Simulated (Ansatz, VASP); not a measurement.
**RuF2 in VASP and in Ansatz**

```
Ru F
1.0
     3.21963    0.00000    0.00000
    -1.60981    2.78828    0.00000
     0.00000    0.00000    4.30563
Ru F
1 2
Direct
  0.00000 0.00000 0.00000
  0.33333 0.66667 0.22231
  0.66667 0.33333 0.79627
```

Alike in both runs: task single point; functional PBEsol; k mesh 12 × 12 × 8; occupations gaussian, width 0.05 eV; no spin polarisation.

|  | VASP | Ansatz |
| --- | --- | --- |
| version | VASP 6.6.1 | Ansatz 0.2.0 |
| potentials or method | VASP PAW PBE potentials, release 64 (Ru_pv, F), cutoff 520 eV | scalar-relativistic, plane waves, PAW |
| valence electrons in the cell | 28 | 30 |

Ansatz gave:

- gap on the k mesh at the Fermi level (eV): 0.44
- least direct gap on the mesh (eV): 0.95
- pressure (GPa): 3.2
- traceless stress, the component that is largest in VASP (GPa): -0.90
- rms of the force components (eV/Å): 0.349

Which values does VASP return?

gap on the k mesh at the Fermi level (eV): 0.43; least direct gap on the mesh (eV): 0.95; pressure (GPa): 3.5; traceless stress, the component that is largest in VASP (GPa): -1.33; rms of the force components (eV/Å): 0.359.

VASP's potentials were made for PBE, not for PBEsol. Atom by atom the forces differ by 0.017 eV/Å (rms over components). VASP's potentials hold 28 valence electrons a cell and Ansatz's 30, so a difference there can come from the potentials and not from the codes.
